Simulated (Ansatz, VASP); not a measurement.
KTaO3: VASP beside Ansatz

```
CELL_PARAMETERS angstrom
3.86865 0.00000 0.00000
0.00000 3.86865 0.00000
0.00000 0.00000 3.98830
ATOMIC_POSITIONS crystal
K 0.50000 0.50000 0.50000
Ta 0.00000 0.00000 0.00000
O 0.50000 0.00000 0.00000
O 0.00000 0.50000 0.00000
O 0.00000 0.00000 0.50000
```

Change from the starting cell: equal xx and yy strain of -3 %.

Alike in both runs: task single point; functional PBE; k mesh 5 × 5 × 5; occupations fermi-dirac, width 0.01 eV; no spin polarisation.

```csv
,VASP,Ansatz
version,VASP 6.6.1,Ansatz 0.2.0
potentials or method,"VASP PAW PBE potentials, release 64 (K_sv, Ta_pv, O), cutoff 520 eV","all-electron LAPW, scalar-relativistic"
```

VASP gave:

* gap on the k mesh at the Fermi level (eV): 2.40
* pressure (GPa): 21.5
* traceless stress, the component that is largest in VASP (GPa): -9.61

Problem. What did Ansatz give for the same quantities?

Solution. gap on the k mesh at the Fermi level (eV): 2.45; pressure (GPa): 20.5; traceless stress, the component that is largest in VASP (GPa): -9.40.

Ansatz ran all-electron here, and VASP with PAW potentials.

Neither program's run includes spin-orbit coupling.
